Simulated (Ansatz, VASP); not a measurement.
**One calculation of C, two programs**

```
C
1.0
     0.00000    1.76002    1.76002
     1.76002    0.00000    1.76002
     1.76002    1.76002    0.00000
C
2
Direct
  0.50000 0.50000 0.50000
  0.75000 0.75000 0.75000
```

Alike in both runs: task single point; functional PBE; k mesh 12 × 12 × 12; occupations gaussian, width 0.02 eV; no spin polarisation.

```csv
,VASP,Ansatz
version,VASP 6.6.1,Ansatz 0.2.0
potentials or method,"VASP PAW PBE potentials, release 64 (C), cutoff 520 eV","scalar-relativistic, plane waves, PAW"
valence electrons in the cell,8,8
```

|  | VASP | Ansatz | Ansatz less VASP |
| --- | --- | --- | --- |
| gap on the k mesh at the Fermi level (eV) | 4.24 | 4.25 | +0.006 |
| least direct gap on the mesh (eV) | 5.70 | 5.70 | +0.005 |
| pressure (GPa) | 21.3 | 20.5 | -0.85 |
